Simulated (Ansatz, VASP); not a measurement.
# Si2W: VASP beside Ansatz

File POSCAR:

```
Si2W
1.0
   -1.6056373963      1.6056373963      3.9023992160
    1.6056373963     -1.6056373963      3.9023992160
    1.6056373963      1.6056373963     -3.9023992160
Si W
2 1
Direct
    0.3348207361      0.3348207361      0.0000000000
    0.6651792639      0.6651792639      0.0000000000
    0.0000000000      0.0000000000      0.0000000000
```

Contents of INCAR.step1:

```
PREC     = Accurate       # precision mode
ENCUT    = 520            # plane-wave cutoff, eV
ISMEAR   = 0              # smearing method
SIGMA    = 0.1            # smearing width, eV
LREAL    = F              # projectors in reciprocal space
LASPH    = T              # aspherical terms in the spheres
NELM     = 80             # most SCF steps
NBANDS   = 18             # bands
GGA      = PE             # functional
ALGO     = Normal         # electronic algorithm
EDIFF    = 1E-4           # SCF threshold, eV
LWAVE    = T              # write WAVECAR
LCHARG   = F              # write CHGCAR
```

Contents of INCAR.step2:

```
PREC     = Accurate       # precision mode
ENCUT    = 520            # plane-wave cutoff, eV
EDIFF    = 1E-6           # SCF threshold, eV
ISMEAR   = 0              # smearing method
SIGMA    = 0.1            # smearing width, eV
LREAL    = F              # projectors in reciprocal space
LASPH    = T              # aspherical terms in the spheres
NELM     = 80             # most SCF steps
ALGO     = Normal         # electronic algorithm
ISIF     = 2              # what is computed and relaxed
LWAVE    = F              # write WAVECAR
LCHARG   = T              # write CHGCAR
METAGGA  = R2SCAN         # meta-GGA
LMIXTAU  = T            
LELF     = T              # ELF
LVHAR    = T            
NBANDS   = 18             # bands
ISTART   = 1
```

KPOINTS

```
regular mesh
0
Gamma
  18 18 18
```

Input for Ansatz:

```yaml
crystal:
  lattice:
    - [-1.6056373969, 1.6056373969, 3.9023992125]
    - [1.6056373969, -1.6056373969, 3.9023992125]
    - [1.6056373969, 1.6056373969, -3.9023992125]
  atoms:
    - { symbol: Si, position: [0.334820736, 0.334820736, 0.0] }
    - { symbol: Si, position: [0.665179264, 0.665179264, 0.0] }
    - { symbol: W, position: [0.0, 0.0, 0.0] }
basis:
  ecutwfc: 500
kpoints:
  mp_grid: { grid: [18, 18, 18] }
  band_path:
    path:
      - [[0.0, 0.0, 0.0], [0.0, 0.0, 0.5], [0.25, 0.25, 0.25], [0.0, 0.5, 0.0], [0.0, 0.0, 0.0], [0.5, 0.5, -0.5], [0.29232252, 0.70767748, -0.29232252]]
      - [[-0.29232252, 0.29232252, 0.29232252], [0.0, 0.0, 0.0]]
      - [[0.0, 0.0, 0.5], [-0.08464505, 0.08464505, 0.5]]
      - [[0.5, 0.5, -0.08464505], [0.5, 0.5, -0.5]]
    npoints: 14
hamiltonian:
  xc: r2scan
scf:
  occupations: { method: gaussian, width: 0.1 }
  n_extra_bands: 7
output:
  forces: true
  stress: true
  eigenvalues: true
  populations: true
  dos: { projected: true, de: 0.02, nscf_kmesh: { grid: [27, 27, 27] } }
  bader: true
  write_density: true
  write_potential: true
  elf: true
  volumetric_format: npy
```

Alike in both runs: task single point; functional r2SCAN; k mesh 18 × 18 × 18; occupations gaussian, width 0.1 eV; no spin polarisation.

|  | VASP | Ansatz |
| --- | --- | --- |
| version | VASP 6.6.1 | Ansatz 0.2.0 |
| potentials or method | VASP PAW PBE potentials, release 64 (Si, W_sv), cutoff 520 eV | scalar-relativistic, plane waves, PAW |
| valence electrons in the cell | 22 | 22 |

|  | VASP | Ansatz | Ansatz less VASP |
| --- | --- | --- | --- |
| gap on the k mesh at the Fermi level (eV) | none | none | - |
| pressure (GPa) | 0.3 | 0.0 | -0.26 |
| traceless stress, the component that is largest in VASP (GPa) | -0.19 | -0.01 | +0.177 |
| rms of the force components (eV/Å) | 0.004 | 0.000 | -0.0035 |

VASP's potentials were made for PBE, not for r2SCAN. Atom by atom the forces differ by 0.004 eV/Å (rms over components). A gap of «none» marks a metal or a gap that the smearing closes. The functional is the same, so the differences come from potentials, cutoffs and numerics.

Spin-orbit coupling is off throughout.
